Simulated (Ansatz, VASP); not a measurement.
Two plane-wave programs on Ga2O3

```
CELL_PARAMETERS angstrom
2.49233 1.43895 4.48022
-2.49233 1.43895 4.48022
0.00000 -2.87789 4.48022
ATOMIC_POSITIONS crystal
Ga 0.85542 0.85542 0.85542
Ga 0.64458 0.64458 0.64458
Ga 0.14458 0.14458 0.14458
Ga 0.35542 0.35542 0.35542
O 0.05362 0.44638 0.75000
O 0.75000 0.05362 0.44638
O 0.44638 0.75000 0.05362
O 0.94638 0.55362 0.25000
O 0.25000 0.94638 0.55362
O 0.55362 0.25000 0.94638
```

Alike in both runs: functional r2SCAN; k mesh 6 × 6 × 6; occupations gaussian, width 0.02 eV; no spin polarisation.

Ansatz relaxed the structure, and its values are those at the end. VASP's run is a single point on that final structure, the one shown.

```csv
,VASP,Ansatz
version,VASP 6.6.1,Ansatz 0.2.0
potentials or method,"VASP PAW PBE potentials, release 64 (Ga_d, O), cutoff 520 eV","scalar-relativistic, plane waves, PAW"
valence electrons in the cell,88,88
```

```tsv
	VASP	Ansatz	Ansatz less VASP
gap on the k mesh at the Fermi level (eV)	3.54	3.56	+0.018
least direct gap on the mesh (eV)	3.81	3.82	+0.013
pressure (GPa)	1.9	0.0	-1.93
rms of the force components (eV/Å)	0.021	0.001	-0.0205
```

VASP's potentials were made for PBE, not for r2SCAN.
